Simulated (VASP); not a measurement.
# Sn (R-3m) in VASP: single point with PBEsol

Aim: the single point of Sn with PBEsol.

Everything below comes from runs of VASP 6.6.1. Logs are shortened: lines on timing, memory, paths and dates and some standing lists are left out, and cuts for length are marked.

### 1 The cell of the first run

The structure is trigonal, space group R-3m (No. 166). The conventional cell has a = 4.627 Å, b = 4.627 Å, c = 11.311 Å, α = 90.00°, β = 90.00°, γ = 120.00°. Sn (site symmetry 3m) has 4 Sn at 2.83 Å within 3.7 Å.

This isn't the form of Sn at room conditions, which is tetragonal (white tin).

### 2 Single point, PBEsol

File INCAR:

```
ALGO     = Normal         # electronic algorithm
EDIFF    = 1E-6           # SCF threshold, eV
ENCUT    = 520            # plane-wave cutoff, eV
GGA      = PS             # functional
ISIF     = 2              # what is computed and relaxed
ISMEAR   = 0              # smearing method
ISYM     = 0            
LASPH    = T              # aspherical terms in the spheres
LCHARG   = F              # write CHGCAR
LREAL    = F              # projectors in reciprocal space
LWAVE    = F              # write WAVECAR
NBANDS   = 21             # bands
NELM     = 80             # most SCF steps
PREC     = Accurate       # precision mode
SIGMA    = 0.05           # smearing width, eV
```

File KPOINTS:

```
Automatic mesh
0
Gamma
  12 12 12
  0.5 0.5 0.5
```

File POSCAR:

```
Sn
1.0
   -0.0042348585      3.2673732251      3.2673732251
    3.2673732251     -0.0042348585      3.2673732251
    3.2673732251      3.2673732251     -0.0042348585
Sn
2
Direct
   -0.0001632883     -0.0001632883     -0.0001632883
    0.2501632883      0.2501632883      0.2501632883
```

Potentials or basis: VASP PAW PBE potentials, release 64 (Sn_d).

Run with:

```bash
cat potpaw_PBE.64/Sn_d/POTCAR > POTCAR
mpirun -np 1 vasp_std > vasp.out
```

OUTCAR:

```text
EDIFF = 1E-6
   ENCUT = 520
   GGA = PS
   ISIF = 2
   ISMEAR = 0
   ISYM = 0
   LASPH = T
   LREAL = F
   NELM = 80
   PREC = Accurate

 ion  position               nearest neighbor table
   1  1.000  1.000  1.000-   2 2.83   2 2.83   2 2.83   2 2.83
   2  0.250  0.250  0.250-   1 2.83   1 2.83   1 2.83   1 2.83

IMPORTANT INFORMATION: All symmetrisations will be switched off!
NOSYMM: (Re-)initialisation of all symmetry stuff for point group C_1.

----------------------------------------------------------------------------------------

                                     Primitive cell

  volume of cell :      69.8988

  direct lattice vectors                    reciprocal lattice vectors
    -0.004234858  3.267373225  3.267373225    -0.152730936  0.152929148  0.152929148
     3.267373225 -0.004234858  3.267373225     0.152929148 -0.152730936  0.152929148
     3.267373225  3.267373225 -0.004234858     0.152929148  0.152929148 -0.152730936

  length of vectors
     4.620765469  4.620765469  4.620765469     0.264766666  0.264766666  0.264766666

  position of ions in fractional coordinates (direct lattice)
     0.999836712  0.999836712  0.999836712
     0.250163288  0.250163288  0.250163288

  ion indices of the primitive-cell ions
   primitive index   ion index
                 1           1
                 2           2

----------------------------------------------------------------------------------------

 KPOINTS: Automatic mesh

Automatic generation of k-mesh.
 Grid dimensions read from file:
 generate k-points for:   12   12   12

 Generating k-lattice:

  Cartesian coordinates                     Fractional coordinates (reciprocal lattice)
    -0.012727578  0.012744096  0.012744096     0.083333333 -0.000000000 -0.000000000
     0.012744096 -0.012727578  0.012744096    -0.000000000  0.083333333 -0.000000000
     0.012744096  0.012744096 -0.012727578    -0.000000000 -0.000000000  0.083333333

  Length of vectors
     0.022063889  0.022063889  0.022063889

  Shift w.r.t. Gamma in fractional coordinates (k-lattice)
     0.500000000  0.500000000  0.500000000

 Subroutine IBZKPT returns following result:
 ===========================================

 Found    864 irreducible k-points:

 Following reciprocal coordinates:
            Coordinates               Weight
[... 36 lines left out ...]
   ICHARG =      2    charge: 1-file 2-atom 10-const
   ISPIN  =      1    spin polarized calculation?
   LNONCOLLINEAR =      F non collinear calculations
   LSORBIT =      F    spin-orbit coupling
   LASPH  =      T    aspherical Exc in radial PAW
   ENCUT  =  520.0 eV  38.22 Ry    6.18 a.u.   8.59  8.59  8.59*2*pi/ulx,y,z
   NELM   =     80;   NELMIN=  2; NELMDL= -5     # of ELM steps
   EDIFF  = 0.1E-05   stopping-criterion for ELM
   LREAL  =      F    real-space projection
   EDIFFG = 0.1E-04   stopping-criterion for IOM
   NSW    =      0    number of steps for IOM
   IBRION =     -1    ionic relax: 0-MD 1-quasi-New 2-CG
   NFREE  =      0    steps in history (QN), initial steepest desc. (CG)
   ISIF   =      2    stress and relaxation
   ISYM   =      0    0-nonsym 1-usesym 2-fastsym
   POTIM  = 0.5000    time-step for ionic-motion
   TEBEG  =    0.0;   TEEND  =   0.0 temperature during run
   PSTRESS=    0.0 pullay stress
   NELECT =      28.0000    total number of electrons
   NUPDOWN=      -1.0000    fix difference up-down
   EMIN   =  10.00;   EMAX   =-10.00  energy-range for DOS
   EFERMI =   0.00;   METHOD = LEGACY
   ISMEAR =     0;   SIGMA  =   0.05  broadening in eV -4-tet -1-fermi 0-gaus
   EFERMI_NEDOS =   21; number of points for ismear=-14 and -15
   IALGO  =     38    algorithm
   IMIX   =      4    mixing-type and parameters
     AMIX     =   0.40;   BMIX     =  1.00
     AMIX_MAG =   1.60;   BMIX_MAG =  1.00
  volume/ion in A,a.u.               =      34.95       235.85
  Fermi-wavevector in a.u.,A,eV,Ry     =   1.206806  2.280533 19.815275  1.456382
  Thomas-Fermi vector in A             =   2.342463
   LORBIT       =      0    0 simple, 1 ext, 2 COOP (PROOUT), +10 PAW based schemes
   GGA     = PS    functional components
   LHFCALC =     F    Hartree Fock is set to
   AEXX    =    0.0000 exact exchange contribution
   IVDW    =     0    specifies the selected vdW correction
   LEPSILON=     F    determine dielectric tensor
   LRPA    =     F    only Hartree local field effects (RPA)
 non-spin polarized calculation
 Gauss-broadening in eV      SIGMA  =   0.05
  energy-cutoff  :      520.00
  volume of cell :       69.90
 maximum number of plane-waves:      1899
   NGX = 17   NGY = 17   NGZ = 17

 number of electron      27.9999987 magnetization

 Free energy of the ion-electron system (eV)
  ---------------------------------------------------
  ext. energy  EPLUGINS =         0.00000000
  ---------------------------------------------------
  free energy    TOTEN  =        -8.46610061 eV

  energy without entropy =       -8.46598387  energy(sigma->0) =       -8.46604224

 E-fermi :   5.2682     XC(G=0):  -8.9665

 val. band max:        5.2267068841   @ k =   0.0417   0.0417   0.1250
 cond. band min:       5.2933806626   @ k =   0.0417   0.0417   0.0417
 fundamental gap:      0.0666737785
 Fermi energy:         5.2681977629

 k-point     1 :       0.0417    0.0417    0.0417
  band No.  band energies     occupation
      1     -16.3056      2.00000
      2     -16.3056      2.00000
      3     -16.3051      2.00000
      4     -16.2454      2.00000
      5     -16.2454      2.00000
      6     -15.9598      2.00000
[... 565 lines left out ...]
     20      12.2637      0.00000
     21      12.7096      0.00000

 [... further k-points ...]

------------------------ aborting loop because EDIFF is reached ----------------------------------------

  FORCE on cell =-STRESS in cart. coord.  units (eV):
  Direction    XX          YY          ZZ          XY          YZ          ZX
  --------------------------------------------------------------------------------------
  -------------------------------------------------------------------------------------
  Total       -0.0325748     -0.0325764     -0.0325762     -0.0001726     -0.0001693     -0.0001698
  in kB       -0.7466602     -0.7466958     -0.7466920     -0.0039554     -0.0038810     -0.0038919
  external PRESSURE =      -0.7466827 kB  Pullay stress =       0.0000000 kB

 VOLUME and BASIS-vectors are now :
 -----------------------------------------------------------------------------
  energy-cutoff  :      520.00
  volume of cell :       69.90
      direct lattice vectors                 reciprocal lattice vectors
    -0.004234858  3.267373225  3.267373225    -0.152730936  0.152929148  0.152929148
     3.267373225 -0.004234858  3.267373225     0.152929148 -0.152730936  0.152929148
     3.267373225  3.267373225 -0.004234858     0.152929148  0.152929148 -0.152730936

 POSITION                                       TOTAL-FORCE (eV/Angst)
 -----------------------------------------------------------------------------------
      6.52945      6.52945      6.52945         0.000014      0.000010      0.000011
      1.63369      1.63369      1.63369        -0.000014     -0.000010     -0.000011
 -----------------------------------------------------------------------------------
    total drift:                               -0.000005     -0.000002     -0.000006

  FREE ENERGIE OF THE ION-ELECTRON SYSTEM (eV)
  ---------------------------------------------------
  free  energy   TOTEN  =        -8.4661006120 eV

  energy  without entropy=       -8.4659838739  energy(sigma->0) =       -8.46604224
```

OSZICAR:

```text
N       E                     dE             d eps       ncg     rms          rms(c)
DAV:   1     0.226369386515E+03    0.22637E+03   -0.14482E+04 36708   0.189E+03
DAV:   2     0.163963203748E+02   -0.20997E+03   -0.20565E+03 36508   0.446E+02
DAV:   3    -0.772128499382E+01   -0.24118E+02   -0.23979E+02 42578   0.140E+02
DAV:   4    -0.853196054057E+01   -0.81068E+00   -0.81033E+00 41439   0.286E+01
DAV:   5    -0.856519162629E+01   -0.33231E-01   -0.33230E-01 54068   0.539E+00    0.317E+00
DAV:   6    -0.849744193768E+01    0.67750E-01   -0.40617E-02 49218   0.268E+00    0.179E+00
DAV:   7    -0.846488764864E+01    0.32554E-01   -0.51371E-02 43503   0.248E+00    0.165E-01
DAV:   8    -0.846581323324E+01   -0.92558E-03   -0.68882E-03 40708   0.967E-01    0.542E-02
DAV:   9    -0.846608663854E+01   -0.27341E-03   -0.34995E-04 47455   0.172E-01    0.116E-02
DAV:  10    -0.846609868187E+01   -0.12043E-04   -0.24847E-05 43141   0.706E-02    0.546E-03
DAV:  11    -0.846610046151E+01   -0.17796E-05   -0.27548E-06 33066   0.191E-02    0.108E-03
DAV:  12    -0.846610061195E+01   -0.15044E-06   -0.35907E-07 30001   0.128E-02
   1 F= -.84661006E+01 E0= -.84660422E+01  d E =-.116738E-03
```

Wall time 7.5 min (1 thread of Intel Xeon 6975P-C (Granite Rapids), shared host); peak memory 0.98 GiB.

Results:

```
Free energy            : -8.4661 eV
Pressure               : -0.1 GPa
Band gap on the k mesh : zero (bands 14 and 15 overlap by 0.16 eV)
```

Levels at points of the mesh, in eV from the Fermi level:
```tsv
k point	band 11	band 12	band 13	band 14	band 15	band 16	band 17	band 18
(0.04, 0.04, 0.04)	-10.48	-1.13	0.03	0.03	0.24	2.18	2.18	2.20
```

Caveat: the PAW data sets were made with another functional, which shifts forces and pressure a little; spin-orbit coupling is left out, which moves the levels of the heavy elements.

The gap in the log of VASP goes by the Fermi energy; the results here count the filled bands.